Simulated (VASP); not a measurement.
# Te (P3_121) in VASP: further runs, part 2 of 2

VASP 6.6.1. Earlier steps stand in the parts before.

**5. Single point, PBE (biaxial strain in the a-b plane: +1.5 %)**

The input, INCAR:

```
SYSTEM = Te
PREC     = Accurate       ! precision mode
ENCUT    = 520            ! plane-wave cutoff, eV
EDIFF    = 1E-6           ! SCF threshold, eV
ISMEAR   = 0              ! smearing method
SIGMA    = 0.01           ! smearing width, eV
LREAL    = .False.        ! projectors in reciprocal space
LASPH    = .True.         ! aspherical terms in the spheres
NELM     = 100            ! most SCF steps
ALGO     = Normal         ! electronic algorithm
ISIF     = 2              ! what is computed and relaxed
LWAVE    = .False.        ! write WAVECAR
LCHARG   = .False.        ! write CHGCAR
GGA      = PE             ! functional
NBANDS   = 16             ! bands
```

The input, KPOINTS:

```
regular mesh
0
Gamma
  12 12 6
  0 0 0
```

The input, POSCAR:

```
Te
1.0
    4.5904470347      0.0000000000      0.0000000000
   -2.2952235174      3.9754437468      0.0000000000
    0.0000000000      0.0000000000      5.9018701797
Te
3
Direct
    0.7321941308      0.0000000000      0.3333333333
    0.0000000000      0.7321941308      0.6666666667
    0.2678058692      0.2678058692      0.0000000000
```

Potentials or basis: VASP PAW PBE potentials, release 64 (Te).

Started as:

```bash
> cat potpaw_PBE.64/Te/POTCAR > POTCAR
> mpirun -np 1 vasp_std > vasp.out
```

OUTCAR:

```text
SYSTEM = Te
   PREC = Accurate
   ENCUT = 520
   EDIFF = 1E-6
   ISMEAR = 0
   LREAL = .False.
   LASPH = .True.
   NELM = 100
   ISIF = 2
   GGA = PE

 ion  position               nearest neighbor table
   1  0.732  0.000  0.333-   3 2.90   2 2.90   3 3.54   3 3.54   2 3.54   2 3.54
   2  0.000  0.732  0.667-   3 2.90   1 2.90   3 3.54   3 3.54   1 3.54   1 3.54
   3  0.268  0.268  0.000-   1 2.90   2 2.90   2 3.54   1 3.54   1 3.54   2 3.54

  LATTYP: Found a hexagonal cell.
 ALAT       =     4.5904470347
 C/A-ratio  =     1.2856852797

  Lattice vectors:

 A1 = (   4.5904470347,   0.0000000000,   0.0000000000)
 A2 = (  -2.2952235174,   3.9754437468,   0.0000000000)
 A3 = (   0.0000000000,   0.0000000000,   5.9018701797)

Analysis of symmetry for initial positions (statically):
=====================================================================
 Subroutine PRICEL returns:
 Original cell was already a primitive cell.

 Routine SETGRP: Setting up the symmetry group for a
 hexagonal supercell.

 Subroutine GETGRP returns: Found  6 space group operations
 (whereof  2 operations were pure point group operations)
 out of a pool of 24 trial point group operations.

The static configuration has the point symmetry C_2 .
 The point group associated with its full space group is D_3 .

Analysis of symmetry for dynamics (positions and initial velocities):
=====================================================================
 Subroutine PRICEL returns:
 Original cell was already a primitive cell.

 Routine SETGRP: Setting up the symmetry group for a
 hexagonal supercell.

 Subroutine GETGRP returns: Found  6 space group operations
 (whereof  2 operations were pure point group operations)
 out of a pool of 24 trial point group operations.

The dynamic configuration has the point symmetry C_2 .
 The point group associated with its full space group is D_3 .

 Subroutine INISYM returns: Found  6 space group operations
 (whereof  2 operations are pure point group operations),
 and found     1 'primitive' translations

----------------------------------------------------------------------------------------

                                     Primitive cell

  volume of cell :     107.7036

  direct lattice vectors                    reciprocal lattice vectors
     4.590447035  0.000000000  0.000000000     0.217843707  0.125772123  0.000000000
    -2.295223517  3.975443747  0.000000000     0.000000000  0.251544246  0.000000000
     0.000000000  0.000000000  5.901870180     0.000000000  0.000000000  0.169437817

  length of vectors
     4.590447035  4.590447035  5.901870180     0.251544246  0.251544246  0.169437817

  position of ions in fractional coordinates (direct lattice)
     0.732194131  0.000000000  0.333333333
     0.000000000  0.732194131  0.666666667
     0.267805869  0.267805869  0.000000000

  ion indices of the primitive-cell ions
   primitive index   ion index
                 1           1
                 2           2
                 3           3

----------------------------------------------------------------------------------------

 KPOINTS: regular mesh

Automatic generation of k-mesh.
 Grid dimensions read from file:
 generate k-points for:   12   12    6

 Generating k-lattice:

  Cartesian coordinates                     Fractional coordinates (reciprocal lattice)
     0.018153642  0.010481010  0.000000000     0.083333333  0.000000000  0.000000000
     0.000000000  0.020962021  0.000000000     0.000000000  0.083333333  0.000000000
     0.000000000  0.000000000  0.028239636     0.000000000  0.000000000  0.166666667

  Length of vectors
     0.020962021  0.020962021  0.028239636

  Shift w.r.t. Gamma in fractional coordinates (k-lattice)
     0.000000000  0.000000000  0.000000000

 Subroutine IBZKPT returns following result:
 ===========================================

 Found    100 irreducible k-points:

 Following reciprocal coordinates:
            Coordinates               Weight
  0.000000  0.000000  0.000000      1.000000
  0.083333 -0.000000  0.000000      6.000000
  0.166667 -0.000000  0.000000      6.000000
  0.250000 -0.000000  0.000000      6.000000
  0.333333  0.000000  0.000000      6.000000
  0.416667 -0.000000  0.000000      6.000000
[... 16 lines left out ...]
  0.166667 -0.000000  0.166667      6.000000
  0.000000  0.166667  0.166667      6.000000
 [... further k-points ...]
   k-points           NKPTS =    100   k-points in BZ     NKDIM =    100   number of bands    NBANDS=     16
   number of dos      NEDOS =    301   number of ions     NIONS =      3
   total plane-waves  NPLWV =  62208
   dimension x,y,z NGX =    36 NGY =   36 NGZ =   48
   dimension x,y,z NGXF=    72 NGYF=   72 NGZF=   96
   ions per type =               3
   NGX,Y,Z   is equivalent  to a cutoff of  13.04, 13.04, 13.52 a.u.
   NGXF,Y,Z  is equivalent  to a cutoff of  26.08, 26.08, 27.04 a.u.
 SYSTEM =  Te
   PREC   = accura    normal or accurate (medium, high low for compatibility)
   ISTART =      0    job   : 0-new  1-cont  2-samecut
   ICHARG =      2    charge: 1-file 2-atom 10-const
   ISPIN  =      1    spin polarized calculation?
   LNONCOLLINEAR =      F non collinear calculations
   LSORBIT =      F    spin-orbit coupling
   LASPH  =      T    aspherical Exc in radial PAW
   ENCUT  =  520.0 eV  38.22 Ry    6.18 a.u.   8.54  8.54 10.97*2*pi/ulx,y,z
   NELM   =    100;   NELMIN=  2; NELMDL= -5     # of ELM steps
   EDIFF  = 0.1E-05   stopping-criterion for ELM
   LREAL  =      F    real-space projection
   EDIFFG = 0.1E-04   stopping-criterion for IOM
   NSW    =      0    number of steps for IOM
   IBRION =     -1    ionic relax: 0-MD 1-quasi-New 2-CG
   NFREE  =      0    steps in history (QN), initial steepest desc. (CG)
   ISIF   =      2    stress and relaxation
   ISYM   =      2    0-nonsym 1-usesym 2-fastsym
   POTIM  = 0.5000    time-step for ionic-motion
   TEBEG  =    0.0;   TEEND  =   0.0 temperature during run
   PSTRESS=    0.0 pullay stress
   NELECT =      18.0000    total number of electrons
   NUPDOWN=      -1.0000    fix difference up-down
   EMIN   =  10.00;   EMAX   =-10.00  energy-range for DOS
   EFERMI =   0.00;   METHOD = LEGACY
   ISMEAR =     0;   SIGMA  =   0.01  broadening in eV -4-tet -1-fermi 0-gaus
   EFERMI_NEDOS =   21; number of points for ismear=-14 and -15
   IALGO  =     38    algorithm
   IMIX   =      4    mixing-type and parameters
     AMIX     =   0.40;   BMIX     =  1.00
     AMIX_MAG =   1.60;   BMIX_MAG =  1.00
  volume/ion in A,a.u.               =      35.90       242.27
  Fermi-wavevector in a.u.,A,eV,Ry     =   0.901756  1.704071 11.063760  0.813163
  Thomas-Fermi vector in A             =   2.024876
   LORBIT       =      0    0 simple, 1 ext, 2 COOP (PROOUT), +10 PAW based schemes
   GGA     = PE    functional components
   LHFCALC =     F    Hartree Fock is set to
   AEXX    =    0.0000 exact exchange contribution
   IVDW    =     0    specifies the selected vdW correction
   LEPSILON=     F    determine dielectric tensor
   LRPA    =     F    only Hartree local field effects (RPA)
 non-spin polarized calculation
 Gauss-broadening in eV      SIGMA  =   0.01
  energy-cutoff  :      520.00
  volume of cell :      107.70
 maximum number of plane-waves:      2950
 NGX is ok and might be reduce to    36
   NGX = 17   NGY = 17   NGZ = 21

 number of electron      17.9999999 magnetization

 Free energy of the ion-electron system (eV)
  ---------------------------------------------------
  ext. energy  EPLUGINS =         0.00000000
  ---------------------------------------------------
  free energy    TOTEN  =        -9.42618013 eV

  energy without entropy =       -9.42618013  energy(sigma->0) =       -9.42618013

 E-fermi :   5.3561     XC(G=0):  -8.8164

 val. band max:        5.2542655674   @ k =   0.3333   0.3333   0.5000
 cond. band min:       5.5890483827   @ k =   0.3333   0.3333   0.5000
 fundamental gap:      0.3347828153
 Fermi energy:         5.3560701629

 k-point     1 :       0.0000    0.0000    0.0000
  band No.  band energies     occupation
      1      -7.9855      2.00000
      2      -4.8632      2.00000
      3      -4.8632      2.00000
      4       2.2525      2.00000
      5       2.5219      2.00000
      6       2.5219      2.00000
[... 433 lines left out ...]
      3      -4.1807      2.00000
      4       1.4933      2.00000
      5       2.0704      2.00000
      6       2.3810      2.00000
[... 8 lines left out ...]
     15      11.0655      0.00000
     16      11.5786      0.00000

 [... further k-points ...]

------------------------ aborting loop because EDIFF is reached ----------------------------------------

  FORCE on cell =-STRESS in cart. coord.  units (eV):
  Direction    XX          YY          ZZ          XY          YZ          ZX
  --------------------------------------------------------------------------------------
  -------------------------------------------------------------------------------------
  Total       -0.4652991     -0.4652991     -0.2901729      0.0000000      0.0000000      0.0000000
  in kB       -6.9216970     -6.9216970     -4.3165541      0.0000000      0.0000000      0.0000000
  external PRESSURE =      -6.0533160 kB  Pullay stress =       0.0000000 kB

 VOLUME and BASIS-vectors are now :
 -----------------------------------------------------------------------------
  energy-cutoff  :      520.00
  volume of cell :      107.70
      direct lattice vectors                 reciprocal lattice vectors
     4.590447035  0.000000000  0.000000000     0.217843707  0.125772123  0.000000000
    -2.295223517  3.975443747  0.000000000     0.000000000  0.251544246  0.000000000
     0.000000000  0.000000000  5.901870180     0.000000000  0.000000000  0.169437817

 POSITION                                       TOTAL-FORCE (eV/Angst)
 -----------------------------------------------------------------------------------
      3.36110      0.00000      1.96729         0.082816      0.000000     -0.000000
     -1.68055      2.91080      3.93458        -0.041408      0.071721      0.000000
      0.61467      1.06465      0.00000        -0.041408     -0.071721      0.000000
 -----------------------------------------------------------------------------------
    total drift:                                0.000000      0.000000      0.000000

  FREE ENERGIE OF THE ION-ELECTRON SYSTEM (eV)
  ---------------------------------------------------
  free  energy   TOTEN  =        -9.4261801307 eV

  energy  without entropy=       -9.4261801307  energy(sigma->0) =       -9.42618013
```

It took 59 s on 1 thread of Intel Xeon 6975P-C (Granite Rapids), shared host; peak memory 0.3 GiB.

What came out:

- Free energy: -9.4262 eV
- Pressure: -0.6 GPa
- Largest force: 0.083 eV/Å
- Band gap on the k mesh: 0.33 eV

Forces in eV/Å, atoms in the order of the input:
```
Te   0.083  0.000  0.000
Te  -0.041  0.072  0.000
Te  -0.041 -0.072  0.000
```

Levels at points of the mesh, in eV from the valence-band top:
```
           k point  band 6  band 7  band 8  band 9  band 10  band 11  band 12  band 13
(0.00, 0.00, 0.00)   -2.73   -1.61   -1.61   -0.80     1.02     1.02     1.46     5.12
(0.50, 0.00, 0.00)   -3.39   -3.17   -0.96   -0.77     0.90     0.94     3.19     3.53
(0.00, 0.00, 0.50)   -2.61   -1.24   -1.06   -1.06     0.42     0.42     0.52     4.33
(0.50, 0.00, 0.50)   -3.47   -2.27   -1.91   -0.07     0.93     1.97     2.42     4.75
```

Caveat: the cell differs from its parent crystal (biaxial strain in the a-b plane: +1.5 %); spin-orbit coupling is left out, which moves the levels of the heavy elements. A k mesh can miss the band edges.

**6. Single point, PBE (biaxial strain in the a-b plane: +3.0 %, then relaxed in part)**

The input, INCAR:

```
SYSTEM = Te
  ALGO = Normal
  EDIFF = 1E-6
  ENCUT = 520
  GGA = PE
  ISIF = 2
  ISMEAR = 0
  LASPH = .True.
  LCHARG = .False.
  LREAL = .False.
  LWAVE = .False.
  NBANDS = 16
  NELM = 100
  PREC = Accurate
  SIGMA = 0.01
```

The input, KPOINTS:

```
k-points
0
Gamma
  12 12 6
  0 0 0
```

The input, POSCAR:

```
Te
1.0
    4.6582861535      0.0000000000      0.0000000000
   -2.3291430767      4.0341941470      0.0000000000
    0.0000000000      0.0000000000      5.8506117102
Te
3
Direct
    0.7394693744      0.0000000000      0.3333333333
    0.0000000000      0.7394693744      0.6666666667
    0.2605306256      0.2605306256      0.0000000000
```

Potentials or basis: VASP PAW PBE potentials, release 64 (Te).

Started as:

```bash
> cat potpaw_PBE.64/Te/POTCAR > POTCAR
> mpirun -np 1 vasp_std > vasp.out
```

OUTCAR:

```text
SYSTEM = Te
   EDIFF = 1E-6
   ENCUT = 520
   GGA = PE
   ISIF = 2
   ISMEAR = 0
   LASPH = .True.
   LREAL = .False.
   NELM = 100
   PREC = Accurate

 ion  position               nearest neighbor table
   1  0.739  0.000  0.333-   3 2.87   2 2.87   3 3.60   3 3.60   2 3.60   2 3.60
   2  0.000  0.739  0.667-   3 2.87   1 2.87   3 3.60   3 3.60   1 3.60   1 3.60
   3  0.261  0.261  0.000-   2 2.87   1 2.87   2 3.60   1 3.60   1 3.60   2 3.60

  LATTYP: Found a hexagonal cell.
 ALAT       =     4.6582861535
 C/A-ratio  =     1.2559579891

  Lattice vectors:

 A1 = (   4.6582861535,   0.0000000000,   0.0000000000)
 A2 = (  -2.3291430767,   4.0341941470,   0.0000000000)
 A3 = (   0.0000000000,   0.0000000000,   5.8506117102)

Analysis of symmetry for initial positions (statically):
=====================================================================
 Subroutine PRICEL returns:
 Original cell was already a primitive cell.

 Routine SETGRP: Setting up the symmetry group for a
 hexagonal supercell.

[... 169 lines left out ...]
  energy without entropy =       -9.41896628  energy(sigma->0) =       -9.41896628

 E-fermi :   5.0938     XC(G=0):  -8.7068

 val. band max:        5.0132672573   @ k =   0.4167   0.1667   0.5000
 cond. band min:       5.4499966410   @ k =   0.3333   0.3333   0.5000
 fundamental gap:      0.4367293837
 Fermi energy:         5.0937814440

 k-point     1 :       0.0000    0.0000    0.0000
  band No.  band energies     occupation
      1      -8.1921      2.00000
      2      -5.0492      2.00000
      3      -5.0492      2.00000
      4       1.9444      2.00000
      5       2.1899      2.00000
      6       2.1899      2.00000
[... 433 lines left out ...]
      3      -4.3673      2.00000
      4       1.2672      2.00000
      5       1.7715      2.00000
      6       2.1257      2.00000
[... 8 lines left out ...]
     15      10.8382      0.00000
     16      11.3224      0.00000

 [... further k-points ...]

------------------------ aborting loop because EDIFF is reached ----------------------------------------

  FORCE on cell =-STRESS in cart. coord.  units (eV):
  Direction    XX          YY          ZZ          XY          YZ          ZX
  --------------------------------------------------------------------------------------
  -------------------------------------------------------------------------------------
  Total       -0.3679456     -0.3679456      0.0136339     -0.0000000     -0.0000000     -0.0000000
  in kB       -5.3617914     -5.3617914      0.1986769     -0.0000000     -0.0000000     -0.0000000
  external PRESSURE =      -3.5083020 kB  Pullay stress =       0.0000000 kB

 VOLUME and BASIS-vectors are now :
 -----------------------------------------------------------------------------
  energy-cutoff  :      520.00
  volume of cell :      109.95
      direct lattice vectors                 reciprocal lattice vectors
     4.658286153  0.000000000  0.000000000     0.214671226  0.123940490  0.000000000
    -2.329143077  4.034194147  0.000000000     0.000000000  0.247880980  0.000000000
     0.000000000  0.000000000  5.850611710     0.000000000  0.000000000  0.170922298

 POSITION                                       TOTAL-FORCE (eV/Angst)
 -----------------------------------------------------------------------------------
      3.44466      0.00000      1.95020        -0.009918      0.000000     -0.000000
     -1.72233      2.98316      3.90041         0.004959     -0.008589      0.000000
      0.60681      1.05103      0.00000         0.004959      0.008589     -0.000000
 -----------------------------------------------------------------------------------
    total drift:                                0.000000      0.000000      0.000000

  FREE ENERGIE OF THE ION-ELECTRON SYSTEM (eV)
  ---------------------------------------------------
  free  energy   TOTEN  =        -9.4189662792 eV

  energy  without entropy=       -9.4189662792  energy(sigma->0) =       -9.41896628
```

OSZICAR:

```text
N       E                     dE             d eps       ncg     rms          rms(c)
DAV:   1     0.734540139296E+02    0.73454E+02   -0.64036E+03  3200   0.891E+02
DAV:   2    -0.457178325501E+01   -0.78026E+02   -0.74280E+02  4272   0.133E+02
DAV:   3    -0.935342439001E+01   -0.47816E+01   -0.47643E+01  3888   0.372E+01
DAV:   4    -0.944315592650E+01   -0.89732E-01   -0.89724E-01  4992   0.586E+00
DAV:   5    -0.944419310490E+01   -0.10372E-02   -0.10372E-02  4240   0.548E-01    0.111E+01
DAV:   6    -0.942359491953E+01    0.20598E-01   -0.19636E-02  4080   0.821E-01    0.706E+00
DAV:   7    -0.941970967279E+01    0.38852E-02   -0.45597E-02  3920   0.126E+00    0.312E-01
DAV:   8    -0.941887922370E+01    0.83045E-03   -0.78482E-03  3680   0.478E-01    0.154E-01
DAV:   9    -0.941891989521E+01   -0.40672E-04   -0.22603E-04  4728   0.952E-02    0.102E-01
DAV:  10    -0.941896913516E+01   -0.49240E-04   -0.61650E-05  3880   0.485E-02    0.126E-02
DAV:  11    -0.941896582159E+01    0.33136E-05   -0.12490E-05  4376   0.208E-02    0.640E-03
DAV:  12    -0.941896627923E+01   -0.45764E-06   -0.13207E-06  3256   0.687E-03
   1 F= -.94189663E+01 E0= -.94189663E+01  d E =-.275280E-32
```

Run time: 56 s. Hardware: 1 thread of Intel Xeon 6975P-C (Granite Rapids), shared host; peak memory 0.32 GiB.

What came out:

| Quantity | Value |
| --- | --- |
| Free energy | -9.4190 eV |
| Pressure | -0.4 GPa |
| Largest force | 0.010 eV/Å |
| Band gap on the k mesh | 0.44 eV (least direct gap 0.46 eV) |

Forces on the atoms (eV/Å):
```
Te  -0.010  0.000  0.000
Te   0.005 -0.009  0.000
Te   0.005  0.009  0.000
```

Levels at points of the mesh, in eV from the valence-band top:
| k point | band 5 | band 6 | band 7 | band 8 | band 9 | band 10 | band 11 | band 12 | band 13 | band 14 |
| --- | --- | --- | --- | --- | --- | --- | --- | --- | --- | --- |
| (0.00, 0.00, 0.00) | -2.82 | -2.82 | -1.61 | -1.61 | -0.70 | 1.07 | 1.07 | 1.45 | 5.13 | 5.13 |
| (0.50, 0.00, 0.00) | -4.08 | -3.30 | -2.99 | -1.06 | -0.81 | 1.03 | 1.11 | 3.37 | 3.53 | 6.90 |
| (0.00, 0.00, 0.50) | -2.65 | -2.65 | -1.22 | -1.15 | -1.15 | 0.51 | 0.51 | 0.62 | 4.46 | 5.33 |
| (0.50, 0.00, 0.50) | -3.53 | -3.49 | -2.16 | -1.76 | -0.03 | 1.07 | 2.01 | 2.39 | 4.84 | 5.70 |

Caveat: the cell differs from its parent crystal (biaxial strain in the a-b plane: +3.0 %, then relaxed in part); spin-orbit coupling is left out, which moves the levels of the heavy elements.

**7. The runs side by side**

```csv
cell,gap on the mesh (eV),pressure (GPa),largest force (eV/Å)
"a = 4.523, b = 4.523, c = 5.955 Å, angles 90.0, 90.0, 120.0°, 3 atoms, atomic positions A",0.22,0.0,0.01
"a = 4.590, b = 4.590, c = 5.899 Å, angles 90.0, 90.0, 120.0°, 3 atoms, atomic positions B",0.34,-0.2,0.01
"a = 4.590, b = 4.590, c = 5.902 Å, angles 90.0, 90.0, 120.0°, 3 atoms, atomic positions A",0.33,-0.6,0.08
"a = 4.658, b = 4.658, c = 5.851 Å, angles 90.0, 90.0, 120.0°, 3 atoms, atomic positions C",0.44,-0.4,0.01
```

Alike in all rows: task single point; level PBE; potentials or basis VASP PAW PBE potentials, release 64 (Te); no spin polarisation; k mesh 12 × 12 × 6; cutoff (eV) 520; smearing gaussian 0.01 eV.

Caveats: spin-orbit coupling is left out, which moves the levels of the heavy elements.

Absolute energies hang on the potentials; compare differences alone.
